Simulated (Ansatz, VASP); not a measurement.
BaTiO3: VASP beside Ansatz

```
CELL_PARAMETERS angstrom
3.99980 -0.06000 -0.06000
-0.06000 3.99980 -0.06000
-0.06027 -0.06027 4.01800
ATOMIC_POSITIONS crystal
Ba 0.00000 0.00000 0.00000
Ti 0.50000 0.50000 0.50000
O 0.50000 0.50000 0.00000
O 0.50000 0.00000 0.50000
O 0.00000 0.50000 0.50000
```

Change from the starting cell: equal xy, yz and zx shear strains of -3 %.

Alike in both runs: task single point; functional PBE; k mesh 7 × 7 × 7; occupations fermi-dirac, width 0.03 eV; no spin polarisation.

|  | VASP | Ansatz |
| --- | --- | --- |
| version | VASP 6.6.1 | Ansatz 0.2.0 |
| potentials or method | VASP PAW PBE potentials, release 64 (Ba_sv, Ti_sv, O), cutoff 520 eV | all-electron LAPW, scalar-relativistic |

```csv
,VASP,Ansatz,Ansatz less VASP
gap on the k mesh at the Fermi level (eV),1.60,1.63,+0.024
pressure (GPa),3.7,1.9,-1.79
"traceless stress, the component that is largest in VASP (GPa)",3.81,3.70,-0.110
```

Ansatz ran all-electron here, and VASP with PAW potentials.

Spin-orbit coupling is off throughout.
